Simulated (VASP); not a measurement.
# MgO (P6_3mc) in VASP: notebook

MgO is run at these levels: PBE, r2SCAN; tasks: single point.

Everything below comes from runs of VASP 6.6.1. Logs are shortened: lines on timing, memory, paths and dates and some standing lists are left out, and cuts for length are marked.

## Step 1: The cell of the first run

It takes space group P6_3mc (No. 186, hexagonal). Conventional cell: a = 3.288 Å, b = 3.288 Å, c = 5.034 Å, α = 90.00°, β = 90.00°, γ = 120.00°. Within 2.6 Å of Mg (site symmetry 3m) lie 4 O at 1.97 to 1.99 Å. O (site symmetry 3m) has 4 Mg at 1.97 to 1.99 Å within 2.6 Å.

## Step 2: Single point, PBE

File INCAR:

```
ALGO     = Normal         # electronic algorithm
EDIFF    = 1E-6           # SCF threshold, eV
ENCUT    = 520            # plane-wave cutoff, eV
GGA      = PE             # functional
ISIF     = 2              # what is computed and relaxed
ISMEAR   = 0              # smearing method
LASPH    = True           # aspherical terms in the spheres
LCHARG   = False          # write CHGCAR
LREAL    = False          # projectors in reciprocal space
LWAVE    = False          # write WAVECAR
NBANDS   = 16             # bands
NELM     = 100            # most SCF steps
PREC     = Accurate       # precision mode
SIGMA    = 0.01           # smearing width, eV
```

File KPOINTS:

```
k-points
0
Gamma
  9 9 4
```

File POSCAR:

```
MgO
1.0
    3.2882172536      0.0000000000      0.0000000000
   -1.6441086268      2.8476796748      0.0000000000
    0.0000000000      0.0000000000      5.0343661375
Mg O
2 2
Direct
    0.3333333333      0.6666666667     -0.0098385294
    0.6666666667      0.3333333333      0.4901614706
    0.3333333333      0.6666666667      0.3848385294
    0.6666666667      0.3333333333      0.8848385294
```

Potentials or basis: VASP PAW PBE potentials, release 64 (Mg, O).

On the command line:

```bash
> cat potpaw_PBE.64/Mg/POTCAR potpaw_PBE.64/O/POTCAR > POTCAR
> mpirun -np 1 vasp_std > vasp.out
```

OUTCAR:

```text
EDIFF = 1E-6
   ENCUT = 520
   GGA = PE
   ISIF = 2
   ISMEAR = 0
   LASPH = True
   LREAL = False
   NELM = 100
   PREC = Accurate

 ion  position               nearest neighbor table
   1  0.333  0.667  0.990-   4 1.97   4 1.97   4 1.97   3 1.99   2 3.15   2 3.15   2 3.15   2 3.15
                             2 3.15   2 3.15
   2  0.667  0.333  0.490-   3 1.97   3 1.97   3 1.97   4 1.99   1 3.15   1 3.15   1 3.15   1 3.15
                             1 3.15   1 3.15
   3  0.333  0.667  0.385-   2 1.97   2 1.97   2 1.97   1 1.99
   4  0.667  0.333  0.885-   1 1.97   1 1.97   1 1.97   2 1.99

  LATTYP: Found a hexagonal cell.
 ALAT       =     3.2882172536
 C/A-ratio  =     1.5310320910

  Lattice vectors:

 A1 = (   3.2882172536,   0.0000000000,   0.0000000000)
 A2 = (  -1.6441086268,   2.8476796748,   0.0000000000)
 A3 = (   0.0000000000,   0.0000000000,   5.0343661375)

Analysis of symmetry for initial positions (statically):
=====================================================================
 Subroutine PRICEL returns:
 Original cell was already a primitive cell.

 Routine SETGRP: Setting up the symmetry group for a
 hexagonal supercell.

 Subroutine GETGRP returns: Found 12 space group operations
 (whereof  6 operations were pure point group operations)
 out of a pool of 24 trial point group operations.

The static configuration has the point symmetry C_3v.
 The point group associated with its full space group is C_6v.

Analysis of symmetry for dynamics (positions and initial velocities):
=====================================================================
 Subroutine PRICEL returns:
 Original cell was already a primitive cell.

 Routine SETGRP: Setting up the symmetry group for a
 hexagonal supercell.

 Subroutine GETGRP returns: Found 12 space group operations
 (whereof  6 operations were pure point group operations)
 out of a pool of 24 trial point group operations.

The dynamic configuration has the point symmetry C_3v.
 The point group associated with its full space group is C_6v.

 Subroutine INISYM returns: Found 12 space group operations
 (whereof  6 operations are pure point group operations),
 and found     1 'primitive' translations

----------------------------------------------------------------------------------------

                                     Primitive cell

  volume of cell :      47.1407

  direct lattice vectors                    reciprocal lattice vectors
     3.288217254  0.000000000  0.000000000     0.304116159  0.175581546  0.000000000
    -1.644108627  2.847679675  0.000000000     0.000000000  0.351163092  0.000000000
     0.000000000  0.000000000  5.034366138     0.000000000  0.000000000  0.198634738

  length of vectors
     3.288217254  3.288217254  5.034366138     0.351163092  0.351163092  0.198634738

  position of ions in fractional coordinates (direct lattice)
     0.333333333  0.666666667  0.990161471
     0.666666667  0.333333333  0.490161471
     0.333333333  0.666666667  0.384838529
     0.666666667  0.333333333  0.884838529

  ion indices of the primitive-cell ions
   primitive index   ion index
                 1           1
                 2           2
                 3           3
                 4           4

----------------------------------------------------------------------------------------

 KPOINTS: k-points

Automatic generation of k-mesh.
 Grid dimensions read from file:
 generate k-points for:    9    9    4

 Generating k-lattice:

  Cartesian coordinates                     Fractional coordinates (reciprocal lattice)
     0.033790684  0.019509061  0.000000000     0.111111111  0.000000000  0.000000000
     0.000000000  0.039018121  0.000000000     0.000000000  0.111111111  0.000000000
     0.000000000  0.000000000  0.049658685     0.000000000  0.000000000  0.250000000

  Length of vectors
     0.039018121  0.039018121  0.049658685

  Shift w.r.t. Gamma in fractional coordinates (k-lattice)
     0.000000000  0.000000000  0.000000000

 Subroutine IBZKPT returns following result:
 ===========================================

 Found     36 irreducible k-points:

 Following reciprocal coordinates:
            Coordinates               Weight
  0.000000  0.000000  0.000000      1.000000
  0.111111  0.000000  0.000000      6.000000
  0.222222 -0.000000  0.000000      6.000000
  0.333333 -0.000000  0.000000      6.000000
  0.444444 -0.000000  0.000000      6.000000
  0.111111  0.111111  0.000000      6.000000
[... 16 lines left out ...]
  0.333333  0.222222  0.250000     24.000000
  0.333333  0.333333  0.250000      4.000000
 [... further k-points ...]
   k-points           NKPTS =     36   k-points in BZ     NKDIM =     36   number of bands    NBANDS=     16
   number of dos      NEDOS =    301   number of ions     NIONS =      4
   total plane-waves  NPLWV =  23040
   dimension x,y,z NGX =    24 NGY =   24 NGZ =   40
   dimension x,y,z NGXF=    48 NGYF=   48 NGZF=   80
   ions per type =               2   2
   NGX,Y,Z   is equivalent  to a cutoff of  12.13, 12.13, 13.21 a.u.
   NGXF,Y,Z  is equivalent  to a cutoff of  24.27, 24.27, 26.42 a.u.
 SYSTEM =  unknown system
   PREC   = accura    normal or accurate (medium, high low for compatibility)
   ISTART =      0    job   : 0-new  1-cont  2-samecut
   ICHARG =      2    charge: 1-file 2-atom 10-const
   ISPIN  =      1    spin polarized calculation?
   LNONCOLLINEAR =      F non collinear calculations
   LSORBIT =      F    spin-orbit coupling
   LASPH  =      T    aspherical Exc in radial PAW
   ENCUT  =  520.0 eV  38.22 Ry    6.18 a.u.   6.11  6.11  9.36*2*pi/ulx,y,z
   NELM   =    100;   NELMIN=  2; NELMDL= -5     # of ELM steps
   EDIFF  = 0.1E-05   stopping-criterion for ELM
   LREAL  =      F    real-space projection
   EDIFFG = 0.1E-04   stopping-criterion for IOM
   NSW    =      0    number of steps for IOM
   IBRION =     -1    ionic relax: 0-MD 1-quasi-New 2-CG
   NFREE  =      0    steps in history (QN), initial steepest desc. (CG)
   ISIF   =      2    stress and relaxation
   ISYM   =      2    0-nonsym 1-usesym 2-fastsym
   POTIM  = 0.5000    time-step for ionic-motion
   TEBEG  =    0.0;   TEEND  =   0.0 temperature during run
   PSTRESS=    0.0 pullay stress
   NELECT =      16.0000    total number of electrons
   NUPDOWN=      -1.0000    fix difference up-down
   EMIN   =  10.00;   EMAX   =-10.00  energy-range for DOS
   EFERMI =   0.00;   METHOD = LEGACY
   ISMEAR =     0;   SIGMA  =   0.01  broadening in eV -4-tet -1-fermi 0-gaus
   EFERMI_NEDOS =   21; number of points for ismear=-14 and -15
   IALGO  =     38    algorithm
   IMIX   =      4    mixing-type and parameters
     AMIX     =   0.40;   BMIX     =  1.00
     AMIX_MAG =   1.60;   BMIX_MAG =  1.00
  volume/ion in A,a.u.               =      11.79        79.53
  Fermi-wavevector in a.u.,A,eV,Ry     =   1.141956  2.157984 17.742859  1.304063
  Thomas-Fermi vector in A             =   2.278655
   LORBIT       =      0    0 simple, 1 ext, 2 COOP (PROOUT), +10 PAW based schemes
   GGA     = PE    functional components
   LHFCALC =     F    Hartree Fock is set to
   AEXX    =    0.0000 exact exchange contribution
   IVDW    =     0    specifies the selected vdW correction
   LEPSILON=     F    determine dielectric tensor
   LRPA    =     F    only Hartree local field effects (RPA)
 non-spin polarized calculation
 Gauss-broadening in eV      SIGMA  =   0.01
  energy-cutoff  :      520.00
  volume of cell :       47.14
 maximum number of plane-waves:      1286
   NGX = 13   NGY = 13   NGZ = 19

 number of electron      16.0000010 magnetization

 Free energy of the ion-electron system (eV)
  ---------------------------------------------------
  ext. energy  EPLUGINS =         0.00000000
  ---------------------------------------------------
  free energy    TOTEN  =       -23.51863969 eV

  energy without entropy =      -23.51863969  energy(sigma->0) =      -23.51863969

 E-fermi :   1.1815     XC(G=0):  -9.7487

 val. band max:        1.0981080411   @ k =   0.0000   0.0000   0.0000
 cond. band min:       4.6374968110   @ k =   0.0000   0.0000   0.0000
 fundamental gap:      3.5393887698
 Fermi energy:         1.1814908434

 k-point     1 :       0.0000    0.0000    0.0000
  band No.  band energies     occupation
      1     -15.1152      2.00000
      2     -14.3287      2.00000
      3      -2.1515      2.00000
      4       0.4209      2.00000
      5       0.4209      2.00000
      6       0.7336      2.00000
[... 8 lines left out ...]
     15      17.7387      0.00000
     16      17.7387      0.00000

 k-point     2 :       0.1111    0.0000    0.0000
  band No.  band energies     occupation
      1     -15.0530      2.00000
      2     -14.3064      2.00000
      3      -2.0300      2.00000
      4       0.1091      2.00000
      5       0.3394      2.00000
      6       0.3615      2.00000
[... 8 lines left out ...]
     15      17.4103      0.00000
     16      17.6811      0.00000

 k-point     3 :       0.2222   -0.0000    0.0000
  band No.  band energies     occupation
      1     -14.8858      2.00000
      2     -14.2558      2.00000
      3      -1.6880      2.00000
      4      -0.7026      2.00000
      5      -0.2084      2.00000
      6       0.1672      2.00000
[... 8 lines left out ...]
     15      16.2847      0.00000
     16      16.7149      0.00000

 k-point     4 :       0.3333   -0.0000    0.0000
  band No.  band energies     occupation
      1     -14.6696      2.00000
      2     -14.2160      2.00000
      3      -1.4766      2.00000
      4      -1.1843      2.00000
      5      -0.7171      2.00000
      6       0.0006      2.00000
[... 8 lines left out ...]
     15      15.6045      0.00000
     16      16.8884      0.00000

 k-point     5 :       0.4444   -0.0000    0.0000
  band No.  band energies     occupation
      1     -14.4942      2.00000
      2     -14.2194      2.00000
      3      -1.9015      2.00000
      4      -1.0398      2.00000
      5      -0.6945      2.00000
      6      -0.0983      2.00000
[... 8 lines left out ...]
     15      15.2983      0.00000
     16      17.1941      0.00000

 k-point     6 :       0.1111    0.1111    0.0000
  band No.  band energies     occupation
      1     -14.9383      2.00000
      2     -14.2700      2.00000
      3      -1.7978      2.00000
      4      -0.3777      2.00000
      5      -0.2065      2.00000
      6       0.3284      2.00000
[... 8 lines left out ...]
     15      16.3434      0.00000
     16      17.0027      0.00000
[... 267 lines left out ...]
 k-point    21 :       0.4444    0.1111    0.2500
  band No.  band energies     occupation
      1     -14.4052      2.00000
      2     -14.2549      2.00000
      3      -1.9795      2.00000
      4      -1.4373      2.00000
      5      -0.4362      2.00000
      6       0.0829      2.00000
[... 8 lines left out ...]
     15      15.2482      0.00000
     16      17.2182      0.00000

 k-point    22 :       0.2222    0.2222    0.2500
  band No.  band energies     occupation
      1     -14.5091      2.00000
      2     -14.2582      2.00000
      3      -1.5204      2.00000
      4      -1.4859      2.00000
      5      -0.3627      2.00000
      6      -0.1557      2.00000
[... 8 lines left out ...]
     15      14.9641      0.00000
     16      18.0413      0.00000

 k-point    23 :       0.3333    0.2222    0.2500
  band No.  band energies     occupation
      1     -14.3773      2.00000
      2     -14.2542      2.00000
      3      -1.6982      2.00000
      4      -1.3336      2.00000
      5      -0.7858      2.00000
      6      -0.1677      2.00000
[... 8 lines left out ...]
     15      14.9678      0.00000
     16      17.9287      0.00000

 k-point    24 :       0.3333    0.3333    0.2500
  band No.  band energies     occupation
      1     -14.2924      2.00000
      2     -14.2924      2.00000
      3      -1.4278      2.00000
      4      -1.2118      2.00000
      5      -1.2118      2.00000
      6      -0.4306      2.00000
[... 8 lines left out ...]
     15      15.0046      0.00000
     16      18.9130      0.00000

 [... further k-points ...]
[... 5 lines left out ...]
  --------------------------------------------------------------------------------------
  -------------------------------------------------------------------------------------
  Total        1.0363153      1.0363153      1.0182154      0.0000000      0.0000000     -0.0000000
  in kB       35.2213544     35.2213544     34.6061930      0.0000000      0.0000000     -0.0000000
  external PRESSURE =      35.0163006 kB  Pullay stress =       0.0000000 kB

 VOLUME and BASIS-vectors are now :
 -----------------------------------------------------------------------------
  energy-cutoff  :      520.00
  volume of cell :       47.14
      direct lattice vectors                 reciprocal lattice vectors
     3.288217254  0.000000000  0.000000000     0.304116159  0.175581546  0.000000000
    -1.644108627  2.847679675  0.000000000     0.000000000  0.351163092  0.000000000
     0.000000000  0.000000000  5.034366138     0.000000000  0.000000000  0.198634738

 POSITION                                       TOTAL-FORCE (eV/Angst)
 -----------------------------------------------------------------------------------
     -0.00000      1.89845      4.98484        -0.000000      0.000000     -0.015021
      1.64411      0.94923      2.46765         0.000000     -0.000000     -0.015021
     -0.00000      1.89845      1.93742         0.000000     -0.000000      0.015021
      1.64411      0.94923      4.45460        -0.000000      0.000000      0.015021
 -----------------------------------------------------------------------------------
    total drift:                               -0.000000     -0.000000      0.002331

  FREE ENERGIE OF THE ION-ELECTRON SYSTEM (eV)
  ---------------------------------------------------
  free  energy   TOTEN  =       -23.5186396895 eV

  energy  without entropy=      -23.5186396895  energy(sigma->0) =      -23.51863969
```

Run time: 31 s. Hardware: 1 thread of AMD EPYC 7R43 (Zen 3), shared host; peak memory 0.13 GiB.

Results:

- Free energy: -23.5186 eV
- Pressure: 3.5 GPa
- Largest force: 0.015 eV/Å
- Band gap on the k mesh: 3.54 eV, direct

Forces on the atoms (eV/Å):
```
Mg   0.000  0.000 -0.015
Mg   0.000  0.000 -0.015
O    0.000  0.000  0.015
O    0.000  0.000  0.015
```

## Step 3: Single point, PBE

File INCAR:

```
SYSTEM = MgO
PREC = Accurate
ENCUT = 520
EDIFF = 1E-7
ISMEAR = 0
SIGMA = 0.01
LREAL = .False.
LASPH = .True.
NELM = 80
ALGO = Normal
ISIF = 2
LWAVE = .False.
LCHARG = .True.
GGA = PE
LELF = .True.
LVHAR = .True.
NBANDS = 16
```

File KPOINTS:

```
Automatic mesh
0
Gamma
  9 9 4
  0 0 0
```

POSCAR is that of step 2.

Potentials or basis: VASP PAW PBE potentials, release 64 (Mg, O).

On the command line:

```bash
> cat potpaw_PBE.64/Mg/POTCAR potpaw_PBE.64/O/POTCAR > POTCAR
> mpirun -np 1 vasp_std > vasp.out
```

Run time: 33 s. Hardware: 1 thread of AMD EPYC 7R43 (Zen 3), shared host; peak memory 0.13 GiB.

The run converged. Its results:

```yaml
Free_energy: -23.5186 eV
Pressure: 3.5 GPa
Largest_force: 0.015 eV/Å
Band_gap_on_the_k_mesh: 3.54 eV, direct
```

Forces on the atoms (eV/Å):
```
Mg   0.000  0.000 -0.015
Mg   0.000  0.000 -0.015
O    0.000  0.000  0.015
O    0.000  0.000  0.015
```

Levels at points of the mesh, in eV from the valence-band top:
| k point | band 6 | band 7 | band 8 | band 9 | band 10 | band 11 |
| --- | --- | --- | --- | --- | --- | --- |
| (0.00, 0.00, 0.00) | -0.36 | -0.36 | 0.00 | 3.54 | 8.57 | 10.31 |
| (0.00, 0.00, 0.50) | -0.52 | -0.52 | -0.52 | 6.02 | 6.02 | 13.19 |

PBE gaps usually lie below the measured ones, often by a third to a half.

## Step 4: Single point, r2SCAN

POSCAR is that of step 3.

File INCAR.step1:

```
SYSTEM = MgO
  ALGO = Normal
  EDIFF = 1E-4
  ENCUT = 520
  GGA = PE
  ISMEAR = 0
  LASPH = .True.
  LCHARG = .False.
  LREAL = .False.
  LWAVE = .True.
  NBANDS = 16
  NELM = 80
  PREC = Accurate
  SIGMA = 0.01
```

File INCAR.step2:

```
SYSTEM = MgO
  ALGO = Normal
  EDIFF = 1E-6
  ENCUT = 520
  ISIF = 2
  ISMEAR = 0
  ISTART = 1
  LASPH = .True.
  LCHARG = .False.
  LMIXTAU = .True.
  LREAL = .False.
  LWAVE = .False.
  METAGGA = R2SCAN
  NBANDS = 16
  NELM = 80
  PREC = Accurate
  SIGMA = 0.01
```

File KPOINTS:

```
k-points
0
Gamma
  9 9 4
  0 0 0
```

On the command line:

```bash
> cat potpaw_PBE.64/Mg/POTCAR potpaw_PBE.64/O/POTCAR > POTCAR
> cp INCAR.step1 INCAR
> mpirun -np 1 vasp_std > vasp.out
> cp INCAR.step2 INCAR
> mpirun -np 1 vasp_std > vasp.out
```

Wall time 2.3 min (1 thread of AMD EPYC 7R43 (Zen 3), shared host); peak memory 0.14 GiB.

The run converged. Its results:

```yaml
Free_energy: -31.8555 eV
Pressure: -0.5 GPa
Band_gap_on_the_k_mesh: 4.21 eV, direct
```

Forces on the atoms (eV/Å):
```
Mg   0.000  0.000  0.002
Mg   0.000  0.000  0.002
O    0.000  0.000 -0.002
O    0.000  0.000 -0.002
```

Levels at points of the mesh, in eV from the valence-band top:
| k point | band 5 | band 6 | band 7 | band 8 | band 9 | band 10 | band 11 | band 12 |
| --- | --- | --- | --- | --- | --- | --- | --- | --- |
| (0.00, 0.00, 0.00) | -0.69 | -0.38 | -0.38 | 0.00 | 4.21 | 9.43 | 11.17 | 15.24 |
| (0.00, 0.00, 0.50) | -0.54 | -0.54 | -0.54 | -0.54 | 6.72 | 6.72 | 14.18 | 14.18 |

Caveat: the PAW data sets were made with another functional, which shifts forces and pressure a little. r2SCAN opens gaps a little over a GGA but as a rule still falls short of measured ones.

## Step 5: Single point, r2SCAN

POSCAR is that of step 4.

File INCAR.step1:

```
  PREC = Accurate
  ENCUT = 520
  ISMEAR = 0
  SIGMA = 0.01
  LREAL = False
  LASPH = True
  NELM = 100
  NBANDS = 16
  GGA = PE
  ALGO = Normal
  EDIFF = 1E-4
  LWAVE = True
  LCHARG = False
```

File INCAR.step2:

```
  PREC = Accurate
  ENCUT = 520
  EDIFF = 1E-7
  ISMEAR = 0
  SIGMA = 0.01
  LREAL = False
  LASPH = True
  NELM = 100
  ALGO = Normal
  ISIF = 2
  LWAVE = False
  LCHARG = False
  METAGGA = R2SCAN
  LMIXTAU = True
  NBANDS = 16
  ISTART = 1
```

File KPOINTS:

```
regular mesh
0
Gamma
  9 9 4
```

On the command line:

```bash
> cat potpaw_PBE.64/Mg/POTCAR potpaw_PBE.64/O/POTCAR > POTCAR
> cp INCAR.step1 INCAR
> mpirun -np 1 vasp_std > vasp.out
> cp INCAR.step2 INCAR
> mpirun -np 1 vasp_std > vasp.out
```

Run time: 3.1 min. Hardware: 1 thread of AMD EPYC 7R43 (Zen 3), shared host; peak memory 0.14 GiB.

Results (log left out):

* Free energy: -31.8555 eV
* Pressure: -0.6 GPa
* Band gap on the k mesh: 4.21 eV, direct

Forces on the atoms (eV/Å):
```
Mg   0.000  0.000  0.002
Mg   0.000  0.000  0.002
O    0.000  0.000 -0.002
O    0.000  0.000 -0.002
```

Levels at points of the mesh, in eV from the valence-band top:
| k point | band 4 | band 5 | band 6 | band 7 | band 8 | band 9 | band 10 | band 11 | band 12 | band 13 |
| --- | --- | --- | --- | --- | --- | --- | --- | --- | --- | --- |
| (0.00, 0.00, 0.00) | -0.69 | -0.69 | -0.38 | -0.38 | 0.00 | 4.21 | 9.43 | 11.17 | 15.24 | 15.24 |
| (0.00, 0.00, 0.50) | -1.97 | -0.54 | -0.54 | -0.54 | -0.54 | 6.72 | 6.72 | 14.18 | 14.18 | 15.75 |

Caveat: the PAW data sets were made with another functional, which shifts forces and pressure a little. r2SCAN opens gaps a little over a GGA but as a rule still falls short of measured ones.
